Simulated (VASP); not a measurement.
Write the native input for VASP 6.6.1 that does the following.

```
Task                   : single point
Functional             : r2SCAN
Potentials or basis    : VASP PAW PBE potentials, release 64 (Ni)
Cutoff                 : 520 eV
k mesh                 : 12 × 12 × 6
Occupations            : fermi-dirac, width 0.1 eV
Spin                   : collinear spin
Starting moments       : [0.0, 2.0] μB
Dipole correction      : no
Further INCAR settings : ALGO = Normal; EDIFF = 1e-07; NBANDS = 21
```

Ni:

```
CELL_PARAMETERS angstrom
0.00000 1.75850 1.75850
1.75850 0.00000 1.75850
3.51700 3.51700 0.00000
ATOMIC_POSITIONS crystal
Ni 0.00000 0.00000 0.00000
Ni 0.00000 0.00000 0.50000
```

These files were run (other wordings do the same):

POSCAR

```
Ni
1.0
    0.0000000000      1.7585000000      1.7585000000
    1.7585000000      0.0000000000      1.7585000000
    3.5170000000      3.5170000000      0.0000000000
Ni
2
Direct
    0.0000000000      0.0000000000      0.0000000000
    0.0000000000      0.0000000000      0.5000000000
```

INCAR.step1

```
SYSTEM = Ni
ALGO = Normal ; EDIFF = 1E-4
ENCUT = 520 ; GGA = PE
ISMEAR = -1 ; ISPIN = 2
LASPH = .True. ; LCHARG = .False.
LMAXMIX = 4 ; LREAL = .False.
LWAVE = .True. ; MAGMOM = 0 2
NBANDS = 21 ; NELM = 150
PREC = Accurate ; SIGMA = 0.1
```

INCAR.step2

```
SYSTEM = Ni
ALGO = Normal ; EDIFF = 1E-7
ENCUT = 520 ; ISIF = 2
ISMEAR = -1 ; ISPIN = 2
ISTART = 1 ; LASPH = .True.
LCHARG = .True. ; LELF = .True.
LMAXMIX = 4 ; LMIXTAU = .True.
LORBIT = 11 ; LREAL = .False.
LVHAR = .True. ; LWAVE = .False.
MAGMOM = 0 2 ; METAGGA = R2SCAN
NBANDS = 21 ; NELM = 150
PREC = Accurate ; SIGMA = 0.1
```

KPOINTS

```
k-points
0
Gamma
  12 12 6
  0 0 0
```

Potentials or basis: VASP PAW PBE potentials, release 64 (Ni).

Launch:

```bash
$ cat potpaw_PBE.64/Ni/POTCAR > POTCAR
$ cp INCAR.step1 INCAR
$ mpirun -np 1 vasp_std > vasp.out
$ cp INCAR.step2 INCAR
$ mpirun -np 1 vasp_std > vasp.out
```

Results of the run:

```json
{"Pressure": "-6.2 GPa", "Net moment": "1.46 μB per cell", "Site moments": "Ni +0.75 μB", "Valence electrons inside the program's atomic spheres": "Ni 9.35"}
```

Caveat: the cell stands under tension; the PAW data sets were made with another functional, which shifts forces and pressure a little.

Run time: 4.2 min on 1 thread of AMD EPYC 9R45 96-Core Processor (Zen 5), with other jobs on the host, peak memory 0.16 GiB.
